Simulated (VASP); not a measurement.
# WC (P1) in VASP: single point with PBE

Aim: the single point of WC with PBE.

All numbers are computed with VASP 6.6.1; they aren't measurements. Logs are shortened: lines on timing, memory, paths and dates and some standing lists are left out, and cuts for length are marked.

## (1) The cell of the first run

The typed cell holds 16 atoms: a = 5.910 Å, b = 5.118 Å, c = 5.795 Å, α = 90.00°, β = 90.00°, γ = 90.00°.

## (2) Single point, PBE

INCAR

```
SYSTEM = WC
ALGO = Normal
EDIFF = 1E-6
ENCUT = 520
GGA = PE
ISIF = 2
ISMEAR = -1
LASPH = .True.
LCHARG = .True.
LELF = .True.
LREAL = Auto
LVHAR = .True.
LWAVE = .False.
NBANDS = 86
NELM = 100
PREC = Accurate
SIGMA = 0.17
```

KPOINTS

```
k-points
0
Gamma
  2 2 2
  0 0 0
```

POSCAR

```
WC
1.0
   -2.9549430000     -5.1181120000      0.0000000000
    4.4324150000     -2.5590560000      0.0000000000
    0.0000000000      0.0000000000      5.7954480000
W C
8 8
Direct
    0.7359865829      0.5305230673      0.0413945566
    0.7291316658      0.5229750626      0.5469292452
    0.4728627596      0.0240461467      0.0421020083
    0.4756105990      0.0249981579      0.5443582619
    0.2321182851      0.5375390846      0.0348204315
    0.2255920215      0.5340230021      0.5395268839
   -0.0106776750      0.0236999647      0.0419639690
   -0.0153705606      0.0296860446      0.5389919813
    0.4889630651      0.6960896005      0.2873289520
    0.4894592788      0.6915020975      0.7857373580
    0.2204805538      0.2120531289      0.2994246519
    0.2387969578      0.2010938504      0.7911036386
   -0.0222548666      0.7008455070      0.2835673791
   -0.0197329410      0.6972475015      0.8003005117
    0.7287631195      0.1934731921      0.2919532709
    0.7329279029      0.1851045483      0.7796808806
```

Potentials or basis: VASP PAW PBE potentials, release 64 (W_sv, C).

Launch:

```sh
cat potpaw_PBE.64/W_sv/POTCAR potpaw_PBE.64/C/POTCAR > POTCAR
mpirun -np 1 vasp_std > vasp.out
```

OUTCAR:

```text
SYSTEM = WC
   EDIFF = 1E-6
   ENCUT = 520
   GGA = PE
   ISIF = 2
   ISMEAR = -1
   LASPH = .True.
   LREAL = Auto
   NELM = 100
   PREC = Accurate

 ion  position               nearest neighbor table
   1  0.736  0.531  0.041-  14 2.18  13 2.18   9 2.21  10 2.24  15 2.26  16 2.33   2 2.87   2 2.93
                             5 2.93   7 2.93   3 2.97   5 2.98   7 3.00   3 3.02
   2  0.729  0.523  0.547-  10 2.16  16 2.19  15 2.24   9 2.25  14 2.27  13 2.31   1 2.87   1 2.93
                             6 2.93   8 2.94   4 2.96   4 2.97   6 2.98   8 3.00
   3  0.473  0.024  0.042-   9 2.20  12 2.20  10 2.26  15 2.27  16 2.31  11 2.32   7 2.86   5 2.87
                             4 2.88   4 2.91   1 2.97   5 2.99   1 3.02   7 3.05
   4  0.476  0.025  0.544-  12 2.19  16 2.20  10 2.21   9 2.25  15 2.26  11 2.28   3 2.88   8 2.90
                             3 2.91   6 2.92   2 2.96   2 2.97   6 3.00   8 3.01
   5  0.232  0.538  0.035-  14 2.18  12 2.23  10 2.24  13 2.24   9 2.26  11 2.27   3 2.87   6 2.87
                             7 2.87   6 2.93   1 2.93   1 2.98   3 2.99   7 3.00
   6  0.226  0.534  0.540-  11 2.16  12 2.24  13 2.25  14 2.25  10 2.26   9 2.29   5 2.87   8 2.91
                             4 2.92   5 2.93   2 2.93   8 2.95   2 2.98   4 3.00
   7  0.989  0.024  0.042-  13 2.17  14 2.18  11 2.24  12 2.26  15 2.29  16 2.30   3 2.86   5 2.87
                             8 2.88   8 2.92   1 2.93   1 3.00   5 3.00   3 3.05
   8  0.985  0.030  0.539-  11 2.18  16 2.19  13 2.24  15 2.24  12 2.27  14 2.28   7 2.88   4 2.90
                             6 2.91   7 2.92   2 2.94   6 2.95   2 3.00   4 3.01
   9  0.489  0.696  0.287-   3 2.20   1 2.21   4 2.25   2 2.25   5 2.26   6 2.29
  10  0.489  0.692  0.786-   2 2.16   4 2.21   1 2.24   5 2.24   3 2.26   6 2.26
  11  0.220  0.212  0.299-   6 2.16   8 2.18   7 2.24   5 2.27   4 2.28   3 2.32
  12  0.239  0.201  0.791-   4 2.19   3 2.20   5 2.23   6 2.24   7 2.26   8 2.27
  13  0.978  0.701  0.284-   7 2.17   1 2.18   8 2.24   5 2.24   6 2.25   2 2.31
  14  0.980  0.697  0.800-   5 2.18   7 2.18   1 2.18   6 2.25   2 2.27   8 2.28
  15  0.729  0.193  0.292-   2 2.24   8 2.24   1 2.26   4 2.26   3 2.27   7 2.29
  16  0.733  0.185  0.780-   8 2.19   2 2.19   4 2.20   7 2.30   3 2.31   1 2.33

  LATTYP: Found a simple orthorhombic cell.
 ALAT       =     5.1181119901
 B/A-ratio  =     1.1323409904
 C/A-ratio  =     1.1547005073

  Lattice vectors:

 A1 = (   4.4324150000,  -2.5590560000,   0.0000000000)
 A2 = (   0.0000000000,   0.0000000000,   5.7954480000)
 A3 = (  -2.9549430000,  -5.1181120000,   0.0000000000)

Analysis of symmetry for initial positions (statically):
=====================================================================
 Subroutine PRICEL returns:
 Original cell was already a primitive cell.

 Routine SETGRP: Setting up the symmetry group for a
 simple orthorhombic supercell.

 Subroutine GETGRP returns: Found  1 space group operations
 (whereof  1 operations were pure point group operations)
 out of a pool of  8 trial point group operations.

The static configuration has the point symmetry C_1 .

Analysis of symmetry for dynamics (positions and initial velocities):
=====================================================================
 Subroutine PRICEL returns:
 Original cell was already a primitive cell.

 Routine SETGRP: Setting up the symmetry group for a
 simple orthorhombic supercell.

 Subroutine GETGRP returns: Found  1 space group operations
 (whereof  1 operations were pure point group operations)
 out of a pool of  8 trial point group operations.

The dynamic configuration has the point symmetry C_1 .

 Subroutine INISYM returns: Found  1 space group operations
 (whereof  1 operations are pure point group operations),
 and found     1 'primitive' translations

----------------------------------------------------------------------------------------

                                     Primitive cell

  volume of cell :     175.2976

  direct lattice vectors                    reciprocal lattice vectors
    -2.954943000 -5.118112000  0.000000000    -0.084603994 -0.146538415  0.000000000
     4.432415000 -2.559056000  0.000000000     0.169207987 -0.097692266  0.000000000
     0.000000000  0.000000000  5.795448000     0.000000000  0.000000000  0.172549214

  length of vectors
     5.909886511  5.118111990  5.795448000     0.169207987  0.195384548  0.172549214

  position of ions in fractional coordinates (direct lattice)
     0.735986583  0.530523067  0.041394557
     0.729131666  0.522975063  0.546929245
     0.472862760  0.024046147  0.042102008
     0.475610599  0.024998158  0.544358262
     0.232118285  0.537539085  0.034820432
     0.225592021  0.534023002  0.539526884
[... 8 lines left out ...]
     0.728763120  0.193473192  0.291953271
     0.732927903  0.185104548  0.779680881

  ion indices of the primitive-cell ions
   primitive index   ion index
                 1           1
                 2           2
                 3           3
                 4           4
                 5           5
                 6           6
[... 8 lines left out ...]
                15          15
                16          16

----------------------------------------------------------------------------------------

 KPOINTS: k-points

Automatic generation of k-mesh.
 Grid dimensions read from file:
 generate k-points for:    2    2    2

 Generating k-lattice:

  Cartesian coordinates                     Fractional coordinates (reciprocal lattice)
    -0.042301997 -0.073269208  0.000000000     0.500000000  0.000000000  0.000000000
     0.084603994 -0.048846133  0.000000000     0.000000000  0.500000000  0.000000000
     0.000000000  0.000000000  0.086274607     0.000000000  0.000000000  0.500000000

  Length of vectors
     0.084603994  0.097692274  0.086274607

  Shift w.r.t. Gamma in fractional coordinates (k-lattice)
     0.000000000  0.000000000  0.000000000

 Subroutine IBZKPT returns following result:
 ===========================================

 Found      8 irreducible k-points:

 Following reciprocal coordinates:
            Coordinates               Weight
  0.000000  0.000000  0.000000      1.000000
  0.500000  0.000000  0.000000      1.000000
  0.000000  0.500000  0.000000      1.000000
  0.500000  0.500000  0.000000      1.000000
  0.000000  0.000000  0.500000      1.000000
  0.500000  0.000000  0.500000      1.000000
  0.000000  0.500000  0.500000      1.000000
  0.500000  0.500000  0.500000      1.000000
   k-points           NKPTS =      8   k-points in BZ     NKDIM =      8   number of bands    NBANDS=     86
   number of dos      NEDOS =    301   number of ions     NIONS =     16
   total plane-waves  NPLWV =  92160
   dimension x,y,z NGX =    48 NGY =   40 NGZ =   48
   dimension x,y,z NGXF=    96 NGYF=   80 NGZF=   96
   ions per type =               8   8
   NGX,Y,Z   is equivalent  to a cutoff of  13.50, 12.99, 13.77 a.u.
   NGXF,Y,Z  is equivalent  to a cutoff of  27.00, 25.99, 27.54 a.u.
 SYSTEM =  WC
   PREC   = accura    normal or accurate (medium, high low for compatibility)
   ISTART =      0    job   : 0-new  1-cont  2-samecut
   ICHARG =      2    charge: 1-file 2-atom 10-const
   ISPIN  =      1    spin polarized calculation?
   LNONCOLLINEAR =      F non collinear calculations
   LSORBIT =      F    spin-orbit coupling
   LASPH  =      T    aspherical Exc in radial PAW
   ENCUT  =  520.0 eV  38.22 Ry    6.18 a.u.  10.99  9.52 10.78*2*pi/ulx,y,z
   NELM   =    100;   NELMIN=  2; NELMDL= -5     # of ELM steps
   EDIFF  = 0.1E-05   stopping-criterion for ELM
   LREAL  =      T    real-space projection
   EDIFFG = 0.1E-04   stopping-criterion for IOM
   NSW    =      0    number of steps for IOM
   IBRION =     -1    ionic relax: 0-MD 1-quasi-New 2-CG
   NFREE  =      0    steps in history (QN), initial steepest desc. (CG)
   ISIF   =      2    stress and relaxation
   ISYM   =      2    0-nonsym 1-usesym 2-fastsym
   POTIM  = 0.5000    time-step for ionic-motion
   TEBEG  =    0.0;   TEEND  =   0.0 temperature during run
   PSTRESS=    0.0 pullay stress
   NELECT =     144.0000    total number of electrons
   NUPDOWN=      -1.0000    fix difference up-down
   EMIN   =  10.00;   EMAX   =-10.00  energy-range for DOS
   EFERMI =   0.00;   METHOD = LEGACY
   ISMEAR =    -1;   SIGMA  =   0.17  broadening in eV -4-tet -1-fermi 0-gaus
   EFERMI_NEDOS =   21; number of points for ismear=-14 and -15
   IALGO  =     38    algorithm
   IMIX   =      4    mixing-type and parameters
     AMIX     =   0.40;   BMIX     =  1.00
     AMIX_MAG =   1.60;   BMIX_MAG =  1.00
  volume/ion in A,a.u.               =      10.96        73.94
  Fermi-wavevector in a.u.,A,eV,Ry     =   1.533217  2.897360 31.983963  2.350755
  Thomas-Fermi vector in A             =   2.640315
   LORBIT       =      0    0 simple, 1 ext, 2 COOP (PROOUT), +10 PAW based schemes
   GGA     = PE    functional components
   LHFCALC =     F    Hartree Fock is set to
   AEXX    =    0.0000 exact exchange contribution
   IVDW    =     0    specifies the selected vdW correction
   LEPSILON=     F    determine dielectric tensor
   LRPA    =     F    only Hartree local field effects (RPA)
 non-spin polarized calculation
  energy-cutoff  :      520.00
  volume of cell :      175.30
 maximum number of plane-waves:      4744
 NGX is ok and might be reduce to    48
   NGX = 21   NGY = 19   NGZ = 21

 number of electron     143.9999999 magnetization

 Free energy of the ion-electron system (eV)
  ---------------------------------------------------
  ext. energy  EPLUGINS =         0.00000000
  ---------------------------------------------------
  free energy    TOTEN  =      -178.29103347 eV

  energy without entropy =     -177.88797464  energy(sigma->0) =     -178.08950405

 E-fermi :  10.7807     XC(G=0): -13.4963

 val. band max:       10.5320854195   @ k =   0.0000   0.5000   0.0000
 cond. band min:      10.8001634116   @ k =   0.0000   0.0000   0.5000
 fundamental gap:      0.2680779921
 Fermi energy:        10.7807327221

 k-point     1 :       0.0000    0.0000    0.0000
  band No.  band energies     occupation
      1     -63.8161      2.00000
      2     -63.7956      2.00000
      3     -63.7634      2.00000
      4     -63.7609      2.00000
      5     -63.7449      2.00000
      6     -63.7045      2.00000
[... 76 lines left out ...]
     83      14.4510      0.00000
     84      14.6040      0.00000

 k-point     2 :       0.5000    0.0000    0.0000
  band No.  band energies     occupation
      1     -63.8095      2.00000
      2     -63.7934      2.00000
      3     -63.7697      2.00000
      4     -63.7623      2.00000
      5     -63.7448      2.00000
      6     -63.7014      2.00000
[... 511 lines left out ...]
     83      13.8686      0.00000
     84      13.9622      0.00000

 k-point     8 :       0.5000    0.5000    0.5000
  band No.  band energies     occupation
      1     -63.8036      2.00000
      2     -63.7842      2.00000
      3     -63.7602      2.00000
      4     -63.7597      2.00000
      5     -63.7535      2.00000
      6     -63.7064      2.00000
[... 76 lines left out ...]
     83      14.1503      0.00000
     84      14.2072      0.00000
 [bands above 84 left out]

------------------------ aborting loop because EDIFF is reached ----------------------------------------

  FORCE on cell =-STRESS in cart. coord.  units (eV):
  Direction    XX          YY          ZZ          XY          YZ          ZX
  --------------------------------------------------------------------------------------
  -------------------------------------------------------------------------------------
  Total       -8.7723532    -10.4711408    -18.7008506     -0.9116019      0.1615243      0.1603464
  in kB      -80.1771757    -95.7036811   -170.9212281     -8.3318195      1.4762932      1.4655269
  external PRESSURE =    -115.6006949 kB  Pullay stress =       0.0000000 kB

 VOLUME and BASIS-vectors are now :
 -----------------------------------------------------------------------------
  energy-cutoff  :      520.00
  volume of cell :      175.30
      direct lattice vectors                 reciprocal lattice vectors
    -2.954943000 -5.118112000  0.000000000    -0.084603994 -0.146538415  0.000000000
     4.432415000 -2.559056000  0.000000000     0.169207987 -0.097692266  0.000000000
     0.000000000  0.000000000  5.795448000     0.000000000  0.000000000  0.172549214

 POSITION                                       TOTAL-FORCE (eV/Angst)
 -----------------------------------------------------------------------------------
      0.17670     -5.12450      0.23990        -0.260676      0.983871      0.144322
      0.16350     -5.07010      3.16970         0.223229     -0.633091     -1.098622
     -1.29070     -2.48170      0.24400         0.109573     -1.761962      0.087000
     -1.29460     -2.49820      3.15480         0.074831     -0.989944     -0.775221
      1.69670     -2.56360      0.20180        -1.118806      0.343673      0.993499
      1.70040     -2.52120      3.12680        -0.521954     -0.476389      0.129485
[... 8 lines left out ...]
     -1.29590     -4.22500      1.69200        -0.020992      0.060811     -0.265246
     -1.34530     -4.22490      4.51860         0.267452     -0.106614      1.051690
 -----------------------------------------------------------------------------------
    total drift:                                0.001005      0.015527      0.004166

  FREE ENERGIE OF THE ION-ELECTRON SYSTEM (eV)
  ---------------------------------------------------
  free  energy   TOTEN  =      -178.2910334694 eV

  energy  without entropy=     -177.8879746362  energy(sigma->0) =     -178.08950405
```

Run time: 2.6 min. Hardware: 1 thread of AMD EPYC 9R45 (Zen 5), shared host; peak memory 0.29 GiB.

What came out:

| Item | Value |
| --- | --- |
| Free energy | -178.2910 eV |
| Pressure | -11.6 GPa |
| Largest force | 1.938 eV/Å |
| Band gap on the k mesh | zero (bands 72 and 73 overlap by 0.45 eV) |

Forces on the atoms (eV/Å):
```
W   -0.261  0.984  0.144
W    0.223 -0.633 -1.099
W    0.110 -1.762  0.087
W    0.075 -0.990 -0.775
W   -1.119  0.344  0.993
W   -0.522 -0.476  0.129
W    1.883  0.417 -0.197
W    0.368  0.638  0.366
C    0.322  0.596  0.294
C    0.462  0.434  0.419
C   -1.237 -0.240 -0.826
C    0.026  0.728 -0.038
C   -0.368 -0.009  0.734
C   -0.210  0.015 -1.020
C   -0.021  0.061 -0.265
C    0.267 -0.107  1.052
```

Levels at points of the mesh, in eV from the Fermi level:
```csv
k point,band 70,band 71,band 72,band 73,band 74,band 75
"(0.00, 0.00, 0.00)",-0.86,-0.62,-0.36,-0.28,0.58,0.68
"(0.50, 0.00, 0.00)",-1.09,-0.29,0.17,0.24,0.40,0.42
"(0.00, 0.50, 0.00)",-0.84,-0.31,-0.25,0.78,0.96,1.65
"(0.50, 0.50, 0.00)",-1.83,-1.70,-1.51,1.32,1.44,1.53
"(0.00, 0.00, 0.50)",-1.37,0.02,0.10,0.20,0.25,0.40
"(0.50, 0.00, 0.50)",-1.33,-1.26,-1.17,0.22,0.26,0.31
"(0.00, 0.50, 0.50)",-1.41,-1.40,-1.28,0.57,0.72,0.77
"(0.50, 0.50, 0.50)",-1.79,-1.73,-1.71,0.92,1.21,1.29
```

Caveat: the k points lie up to 0.61 Å⁻¹ apart; the atoms stand as in a frame of molecular dynamics; spin-orbit coupling is left out, which moves the levels of the heavy elements; forces of over 1 eV/Å act on the atoms, so gaps and moduli don't describe the material at rest.
